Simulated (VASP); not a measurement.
A run of VASP 6.6.1 is set up as follows.

The input INCAR:

```
ALGO = Normal
EDIFF = 1E-7
EDIFFG = -0.01
ENCUT = 600
GGA = CA
GGA_COMPAT = False
IBRION = 2
ISIF = 3
ISMEAR = -1
LASPH = True
LCHARG = False
LREAL = False
LWAVE = False
NELM = 120
NELMIN = 4
NSW = 60
PREC = Accurate
SIGMA = 0.05
```

Contents of KPOINTS:

```
k-points
0
Gamma
  4 4 4
```

Contents of POSCAR:

```
Cd3Re
1.0
    4.2875000000      0.0000000000      0.0000000000
    0.0000000000      4.2875000000      0.0000000000
    0.0000000000      0.0000000000      4.2875000000
Cd Re
3 1
Direct
    0.0000000000      0.0000000000      0.0000000000
    0.0000000000      0.5000000000      0.5000000000
    0.5000000000      0.0000000000      0.5000000000
    0.5000000000      0.5000000000      0.0000000000
```

Potentials or basis: VASP PAW LDA potentials, release 64 (Cd, Re).

The run is started by

```sh
$ cat potpaw_LDA.64/Cd/POTCAR potpaw_LDA.64/Re/POTCAR > POTCAR
$ mpirun -np 1 vasp_std > vasp.out
```

(1) Estimate the space group after relaxing (to 0.1 Å).

(2) Predict the band gap on the k mesh.

(3) What does it give for the relaxed cell?

## Answers

(1) Pm-3m (No. 221).

(2) zero (an odd number of electrons rules out a gap without spin polarisation).

(3) a = 4.104 Å, b = 4.104 Å, c = 4.104 Å, α = 90.00°, β = 90.00°, γ = 90.00°.

Caveat: spin-orbit coupling is left out, which moves the levels of the heavy elements.
